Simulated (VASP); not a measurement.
# TaSi2 (P6_422) in VASP: settings compared

The runs below take TaSi2 through single point, relaxation of cell and atoms, with BLYP+D4, PBE.

Everything below comes from runs of VASP 6.6.1. Logs are shortened: lines on timing, memory, paths and dates and some standing lists are left out, and cuts for length are marked.

## (1) The cell of the first run

It takes space group P6_422 (No. 181, hexagonal). The conventional cell has a = 4.817 Å, b = 4.817 Å, c = 6.549 Å, α = 90.00°, β = 90.00°, γ = 120.00°. Ta (site symmetry 222) has 10 Si at 2.61 to 2.85 Å and 4 Ta at 3.25 Å within 3.4 Å. Si (site symmetry 2) has 9 Si at 2.55 to 3.34 Å and 5 Ta at 2.61 to 2.85 Å within 3.4 Å.

## (2) Single point, BLYP+D4

File INCAR:

```
SYSTEM = TaSi2
PREC     = Accurate       ! precision mode
ENCUT    = 520            ! plane-wave cutoff, eV
EDIFF    = 1E-7           ! SCF threshold, eV
ISMEAR   = -1             ! smearing method
SIGMA    = 0.05           ! smearing width, eV
LREAL    = .False.        ! projectors in reciprocal space
LASPH    = .True.         ! aspherical terms in the spheres
NELM     = 80             ! most SCF steps
ALGO     = Normal         ! electronic algorithm
ISIF     = 2              ! what is computed and relaxed
LWAVE    = .False.        ! write WAVECAR
LCHARG   = .False.        ! write CHGCAR
GGA      = B5             ! functional
ALDAX    = 1.0          
AGGAX    = 1.0          
AGGAC    = 1.0          
ALDAC    = 0.0          
IVDW     = 13             ! dispersion correction
NBANDS   = 38             ! bands
VDW_S6   = 1.0          
VDW_S8   = 2.34076671   
VDW_A1   = 0.44488865   
VDW_A2   = 4.0933009
```

File KPOINTS:

```
Automatic mesh
0
Gamma
  5 5 3
  0 0 0
```

File POSCAR:

```
TaSi2
1.0
    4.8168490997      0.0000000000      0.0000000000
   -2.4084245499      4.1715136866      0.0000000000
    0.0000000000      0.0000000000      6.5488620060
Ta Si
3 6
Direct
    0.0000000000      0.5000000000      0.3333333333
    0.5000000000      0.5000000000      0.6666666667
    0.5000000000      0.0000000000      0.0000000000
    0.3175097659      0.1587548830      0.3333333333
    0.1587548830      0.8412451170      0.6666666667
    0.8412451170      0.6824902341      0.0000000000
    0.6824902341      0.8412451170      0.3333333333
    0.8412451170      0.1587548830      0.6666666667
    0.1587548830      0.3175097659      0.0000000000
```

Potentials or basis: VASP PAW PBE potentials, release 64 (Ta_pv, Si).

On the command line:

```bash
$ cat potpaw_PBE.64/Ta_pv/POTCAR potpaw_PBE.64/Si/POTCAR > POTCAR
$ mpirun -np 1 vasp_std > vasp.out
```

OUTCAR:

```text
SYSTEM = TaSi2
   PREC = Accurate
   ENCUT = 520
   EDIFF = 1E-7
   ISMEAR = -1
   LREAL = .False.
   LASPH = .True.
   NELM = 80
   ISIF = 2
   GGA = B5
   IVDW = 13

 ion  position               nearest neighbor table
   1  0.000  0.500  0.333-   6 2.61   9 2.61   8 2.61   5 2.61   4 2.75   7 2.75   4 2.75   7 2.75
                             7 2.85   4 2.85   3 3.25   3 3.25   2 3.25   2 3.25
   2  0.500  0.500  0.667-   6 2.61   9 2.61   7 2.61   4 2.61   5 2.75   8 2.75   5 2.75   8 2.75
                             8 2.85   5 2.85   3 3.25   3 3.25   1 3.25   1 3.25
   3  0.500  0.000  0.000-   5 2.61   8 2.61   7 2.61   4 2.61   6 2.75   9 2.75   9 2.75   6 2.75
                             9 2.85   6 2.85   1 3.25   1 3.25   2 3.25   2 3.25
   4  0.318  0.159  0.333-   9 2.55   5 2.55   3 2.61   2 2.61   7 2.65   1 2.75   1 2.75   1 2.85
                             7 2.85   7 2.85
   5  0.159  0.841  0.667-   6 2.55   4 2.55   3 2.61   1 2.61   8 2.65   2 2.75   2 2.75   2 2.85
                             8 2.85   8 2.85
   6  0.841  0.682  0.000-   7 2.55   5 2.55   2 2.61   1 2.61   9 2.65   3 2.75   3 2.75   3 2.85
                             9 2.85   9 2.85
   7  0.682  0.841  0.333-   6 2.55   8 2.55   3 2.61   2 2.61   4 2.65   1 2.75   1 2.75   1 2.85
                             4 2.85   4 2.85
   8  0.841  0.159  0.667-   9 2.55   7 2.55   3 2.61   1 2.61   5 2.65   2 2.75   2 2.75   2 2.85
                             5 2.85   5 2.85
   9  0.159  0.318  0.000-   4 2.55   8 2.55   2 2.61   1 2.61   6 2.65   3 2.75   3 2.75   3 2.85
                             6 2.85   6 2.85

  LATTYP: Found a hexagonal cell.
 ALAT       =     4.8168490997
 C/A-ratio  =     1.3595738356

  Lattice vectors:

 A1 = (   4.8168490997,   0.0000000000,   0.0000000000)
 A2 = (  -2.4084245499,   4.1715136866,   0.0000000000)
 A3 = (   0.0000000000,   0.0000000000,   6.5488620060)

Analysis of symmetry for initial positions (statically):
=====================================================================
 Subroutine PRICEL returns:
 Original cell was already a primitive cell.

 Routine SETGRP: Setting up the symmetry group for a
 hexagonal supercell.

 Subroutine GETGRP returns: Found 12 space group operations
 (whereof  4 operations were pure point group operations)
 out of a pool of 24 trial point group operations.

The static configuration has the point symmetry D_2 .
 The point group associated with its full space group is D_6 .

Analysis of symmetry for dynamics (positions and initial velocities):
=====================================================================
 Subroutine PRICEL returns:
 Original cell was already a primitive cell.

 Routine SETGRP: Setting up the symmetry group for a
 hexagonal supercell.

 Subroutine GETGRP returns: Found 12 space group operations
 (whereof  4 operations were pure point group operations)
 out of a pool of 24 trial point group operations.

The dynamic configuration has the point symmetry D_2 .
 The point group associated with its full space group is D_6 .

 Subroutine INISYM returns: Found 12 space group operations
 (whereof  4 operations are pure point group operations),
 and found     1 'primitive' translations

----------------------------------------------------------------------------------------

                                     Primitive cell

  volume of cell :     131.5899

  direct lattice vectors                    reciprocal lattice vectors
     4.816849100  0.000000000  0.000000000     0.207604594  0.119860568  0.000000000
    -2.408424550  4.171513687  0.000000000     0.000000000  0.239721136  0.000000000
     0.000000000  0.000000000  6.548862006     0.000000000  0.000000000  0.152698285

  length of vectors
     4.816849100  4.816849100  6.548862006     0.239721136  0.239721136  0.152698285

  position of ions in fractional coordinates (direct lattice)
     0.000000000  0.500000000  0.333333333
     0.500000000  0.500000000  0.666666667
     0.500000000  0.000000000  0.000000000
     0.317509766  0.158754883  0.333333333
     0.158754883  0.841245117  0.666666667
     0.841245117  0.682490234  0.000000000
     0.682490234  0.841245117  0.333333333
     0.841245117  0.158754883  0.666666667
     0.158754883  0.317509766  0.000000000

  ion indices of the primitive-cell ions
   primitive index   ion index
                 1           1
                 2           2
                 3           3
                 4           4
                 5           5
                 6           6
                 7           7
                 8           8
                 9           9

----------------------------------------------------------------------------------------

 KPOINTS: Automatic mesh

Automatic generation of k-mesh.
 Grid dimensions read from file:
 generate k-points for:    5    5    3

 Generating k-lattice:

  Cartesian coordinates                     Fractional coordinates (reciprocal lattice)
     0.041520919  0.023972114  0.000000000     0.200000000 -0.000000000  0.000000000
     0.000000000  0.047944227  0.000000000     0.000000000  0.200000000  0.000000000
     0.000000000  0.000000000  0.050899428     0.000000000  0.000000000  0.333333333

  Length of vectors
     0.047944227  0.047944227  0.050899428

  Shift w.r.t. Gamma in fractional coordinates (k-lattice)
     0.000000000  0.000000000  0.000000000

 Subroutine IBZKPT returns following result:
 ===========================================

 Found     10 irreducible k-points:

 Following reciprocal coordinates:
            Coordinates               Weight
  0.000000  0.000000  0.000000      1.000000
  0.200000 -0.000000  0.000000      6.000000
  0.400000 -0.000000  0.000000      6.000000
  0.200000  0.200000  0.000000      6.000000
  0.400000  0.200000  0.000000      6.000000
  0.000000  0.000000  0.333333      2.000000
  0.200000 -0.000000  0.333333     12.000000
  0.400000 -0.000000  0.333333     12.000000
  0.200000  0.200000  0.333333     12.000000
  0.400000  0.200000  0.333333     12.000000
   k-points           NKPTS =     10   k-points in BZ     NKDIM =     10   number of bands    NBANDS=     38
   number of dos      NEDOS =    301   number of ions     NIONS =      9
   total plane-waves  NPLWV =  64800
   dimension x,y,z NGX =    36 NGY =   36 NGZ =   50
   dimension x,y,z NGXF=    72 NGYF=   72 NGZF=  100
   ions per type =               3   6
   NGX,Y,Z   is equivalent  to a cutoff of  12.42, 12.42, 12.69 a.u.
   NGXF,Y,Z  is equivalent  to a cutoff of  24.85, 24.85, 25.39 a.u.
 SYSTEM =  TaSi2
   PREC   = accura    normal or accurate (medium, high low for compatibility)
   ISTART =      0    job   : 0-new  1-cont  2-samecut
   ICHARG =      2    charge: 1-file 2-atom 10-const
   ISPIN  =      1    spin polarized calculation?
   LNONCOLLINEAR =      F non collinear calculations
   LSORBIT =      F    spin-orbit coupling
   LASPH  =      T    aspherical Exc in radial PAW
   ENCUT  =  520.0 eV  38.22 Ry    6.18 a.u.   8.96  8.96 12.18*2*pi/ulx,y,z
   NELM   =     80;   NELMIN=  2; NELMDL= -5     # of ELM steps
   EDIFF  = 0.1E-06   stopping-criterion for ELM
   LREAL  =      F    real-space projection
   EDIFFG = 0.1E-05   stopping-criterion for IOM
   NSW    =      0    number of steps for IOM
   IBRION =     -1    ionic relax: 0-MD 1-quasi-New 2-CG
   NFREE  =      0    steps in history (QN), initial steepest desc. (CG)
   ISIF   =      2    stress and relaxation
   ISYM   =      2    0-nonsym 1-usesym 2-fastsym
   POTIM  = 0.5000    time-step for ionic-motion
   TEBEG  =    0.0;   TEEND  =   0.0 temperature during run
   PSTRESS=    0.0 pullay stress
   NELECT =      57.0000    total number of electrons
   NUPDOWN=      -1.0000    fix difference up-down
   EMIN   =  10.00;   EMAX   =-10.00  energy-range for DOS
   EFERMI =   0.00;   METHOD = LEGACY
   ISMEAR =    -1;   SIGMA  =   0.05  broadening in eV -4-tet -1-fermi 0-gaus
   EFERMI_NEDOS =   21; number of points for ismear=-14 and -15
   IALGO  =     38    algorithm
   IMIX   =      4    mixing-type and parameters
     AMIX     =   0.40;   BMIX     =  1.00
     AMIX_MAG =   1.60;   BMIX_MAG =  1.00
  volume/ion in A,a.u.               =      14.62        98.67
  Fermi-wavevector in a.u.,A,eV,Ry     =   1.238679  2.340765 20.875783  1.534327
  Thomas-Fermi vector in A             =   2.373195
   LORBIT       =      0    0 simple, 1 ext, 2 COOP (PROOUT), +10 PAW based schemes
   GGA     = B5    functional components
   LHFCALC =     F    Hartree Fock is set to
   AEXX    =    0.0000 exact exchange contribution
   IVDW    =    13    specifies the selected vdW correction
   LEPSILON=     F    determine dielectric tensor
   LRPA    =     F    only Hartree local field effects (RPA)
 non-spin polarized calculation
  energy-cutoff  :      520.00
  volume of cell :      131.59
 maximum number of plane-waves:      3561
 NGX is ok and might be reduce to    36
   NGX = 17   NGY = 17   NGZ = 25

 number of electron      57.0000008 magnetization

 Free energy of the ion-electron system (eV)
  ---------------------------------------------------
  ext. energy  EPLUGINS =         0.00000000
  ---------------------------------------------------
  free energy    TOTEN  =       -60.29764237 eV

  energy without entropy =      -60.27372511  energy(sigma->0) =      -60.28568374

 E-fermi :   9.7278     XC(G=0): -11.3860

 val. band max:        9.6685073561   @ k =   0.4000   0.2000   0.3333
 cond. band min:       9.8516903170   @ k =   0.2000  -0.0000   0.3333
 fundamental gap:      0.1831829609
 Fermi energy:         9.7277745261

 k-point     1 :       0.0000    0.0000    0.0000
  band No.  band energies     occupation
      1     -24.5439      2.00000
      2     -24.5361      2.00000
      3     -24.5361      2.00000
      4     -24.4686      2.00000
      5     -24.4686      2.00000
      6     -24.3793      2.00000
[... 30 lines left out ...]
     37      13.5699      0.00000
     38      13.6984      0.00000
[... 367 lines left out ...]
     37      13.0128      0.00000
     38      13.1804      0.00000

------------------------ aborting loop because EDIFF is reached ----------------------------------------

  DFT-D4 for vdW energy calculation

  Edisp (eV):   -7.12490

  FORCE on cell =-STRESS in cart. coord.  units (eV):
  Direction    XX          YY          ZZ          XY          YZ          ZX
  --------------------------------------------------------------------------------------
  -------------------------------------------------------------------------------------
  Total       0.76758     0.76758     0.85638    -0.00000     0.00000     0.00000
  in kB       9.34575     9.34575    10.42692    -0.00000     0.00000     0.00000
  external pressure =        9.71 kB  Pullay stress =        0.00 kB

 VOLUME and BASIS-vectors are now :
 -----------------------------------------------------------------------------
  energy-cutoff  :      520.00
  volume of cell :      131.59
      direct lattice vectors                 reciprocal lattice vectors
     4.816849100  0.000000000  0.000000000     0.207604594  0.119860568  0.000000000
    -2.408424550  4.171513687  0.000000000     0.000000000  0.239721136  0.000000000
     0.000000000  0.000000000  6.548862006     0.000000000  0.000000000  0.152698285

 POSITION                                       TOTAL-FORCE (eV/Angst)
 -----------------------------------------------------------------------------------
     -1.20421      2.08576      2.18295         0.000000     -0.000000      0.000000
      1.20421      2.08576      4.36591         0.000000     -0.000000      0.000000
      2.40842      0.00000      0.00000         0.000000     -0.000000     -0.000000
      1.14705      0.66225      2.18295        -0.001377     -0.000795     -0.000000
     -1.26138      3.50927      4.36591        -0.001377      0.000795     -0.000000
      2.40842      2.84702      0.00000        -0.000000      0.001590     -0.000000
      1.26138      3.50927      2.18295         0.001377      0.000795     -0.000000
      3.66980      0.66225      4.36591         0.001377     -0.000795     -0.000000
      0.00000      1.32450      0.00000         0.000000     -0.001590     -0.000000
 -----------------------------------------------------------------------------------
    total drift:                               -0.000000      0.000000      0.000000

  FREE ENERGIE OF THE ION-ELECTRON SYSTEM (eV)
  ---------------------------------------------------
  free  energy   TOTEN  =       -67.4225408333 eV

  energy  without entropy=      -67.3986235773  energy(sigma->0) =      -67.41058221
```

Wall time 2.4 min (1 thread of Intel Xeon 8259CL, shared host); peak memory 0.26 GiB.

What came out:

| Item | Value |
| --- | --- |
| Free energy | -67.4225 eV |
| Pressure | 1.0 GPa |
| Band gap on the k mesh | zero (an odd number of electrons rules out a gap without spin polarisation) |
| Dispersion energy per atom | -0.792 eV |

Levels at points of the mesh, in eV from the Fermi level:
| k point | band 25 | band 26 | band 27 | band 28 | band 29 | band 30 | band 31 | band 32 | band 33 | band 34 |
| --- | --- | --- | --- | --- | --- | --- | --- | --- | --- | --- |
| (0.00, 0.00, 0.00) | -2.33 | -2.33 | -2.10 | -2.10 | -1.33 | 0.86 | 3.05 | 3.05 | 3.31 | 3.40 |

Caveat: the PAW data sets were made with another functional, which shifts forces and pressure a little; spin-orbit coupling is left out, which moves the levels of the heavy elements.

[end of part 1 of 2]

The gap in the log of VASP goes by the Fermi energy; the results here count the filled bands.